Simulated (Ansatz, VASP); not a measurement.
## One calculation of La, two programs

INCAR

```
SYSTEM = La
PREC = Accurate
ENCUT = 520
EDIFF = 1E-8
ISMEAR = -1
SIGMA = 0.05
LREAL = .False.
LASPH = .True.
NELM = 80
ALGO = Normal
ISIF = 2
LWAVE = .False.
LCHARG = .False.
GGA = PE
LEFG = .True.
NBANDS = 12
```

File KPOINTS:

```
regular mesh
0
Gamma
  11 11 11
  0 0 0
```

The input POSCAR:

```
La
1.0
    0.0000000000      2.6122118291      2.6122118291
    2.6122118291      0.0000000000      2.6122118291
    2.6122118291      2.6122118291      0.0000000000
La
1
Direct
    0.0000000000      0.0000000000      0.0000000000
```

Input for Ansatz:

```yaml
crystal:
  lattice:
    - [0.0, 2.6122118291, 2.6122118291]
    - [2.6122118291, 0.0, 2.6122118291]
    - [2.6122118291, 2.6122118291, 0.0]
  atoms:
    - { symbol: La, position: [0.0, 0.0, 0.0] }
kpoints:
  mp_grid: { grid: [11, 11, 11] }
scf:
  occupations: { method: fermi_dirac, width: 0.05 }
hamiltonian:
  xc: pbe
  pseudopotentials: { kind: paw }
output:
  forces: true
  stress: true
  eigenvalues: true
  efg: { contact_densities: true }
```

Change from the starting cell: volume scaled by 0.96, PAW files.

Alike in both runs: task electric field gradients; functional PBE; k mesh 11 × 11 × 11; occupations fermi-dirac, width 0.05 eV; no spin polarisation.

|  | VASP | Ansatz |
| --- | --- | --- |
| version | VASP 6.6.1 | Ansatz 0.2.0 |
| potentials or method | VASP PAW PBE potentials, release 64 (La) | PAW with Ansatz's default frozen-core files, scalar-relativistic |
| plane-wave cutoff (eV) | 520 | 420 |
| valence electrons in the cell | 11 | 11 |

|  | VASP | Ansatz | Ansatz less VASP |
| --- | --- | --- | --- |
| pressure (GPa) | 1.1 | 1.0 | -0.07 |

The functional is the same, so the differences come from potentials, cutoffs and numerics.

Neither program's run includes spin-orbit coupling.
